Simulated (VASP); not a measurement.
A run of VASP 6.6.1:

File POSCAR:

```
Al
1.0
   -1.5912186900      1.5971857601      1.5971857601
    1.5912186900     -1.5852516199      1.5852516199
    1.5912186900      1.5852516199     -1.5852516199
Al
1
Direct
    0.0000000000      0.0000000000      0.0000000000
```

The input INCAR.step1:

```
SYSTEM = Al
ALGO = Normal
EDIFF = 1E-4
ENCUT = 520
GGA = PE
ISMEAR = 0
LASPH = .True.
LCHARG = .False.
LREAL = .False.
LWAVE = .True.
NBANDS = 8
NELM = 60
PREC = Accurate
SIGMA = 0.15
```

File INCAR.step2:

```
SYSTEM = Al
ALGO = Normal
EDIFF = 1E-7
ENCUT = 520
ISIF = 2
ISMEAR = 0
ISTART = 1
LASPH = .True.
LCHARG = .False.
LMIXTAU = .True.
LREAL = .False.
LWAVE = .False.
METAGGA = R2SCAN
NBANDS = 8
NELM = 60
PREC = Accurate
SIGMA = 0.15
```

KPOINTS

```
k-points
0
Gamma
  20 20 20
  0 0 0
```

Potentials or basis: VASP PAW PBE potentials, release 64 (Al).

Launch:

```console
$ cat potpaw_PBE.64/Al/POTCAR > POTCAR
$ cp INCAR.step1 INCAR
$ mpirun -np 1 vasp_std > vasp.out
$ cp INCAR.step2 INCAR
$ mpirun -np 1 vasp_std > vasp.out
```

Hardware: 1 thread of Intel(R) Xeon(R) Platinum 8259CL CPU @ 2.50GHz (Skylake/Cascade Lake), on a shared host.

Estimate the wall time of this run.

Wall time 4.3 min on 1 thread of Intel(R) Xeon(R) Platinum 8259CL CPU @ 2.50GHz (Skylake/Cascade Lake) (shared host), peak memory 0.23 GiB. Counts: k points 1166.
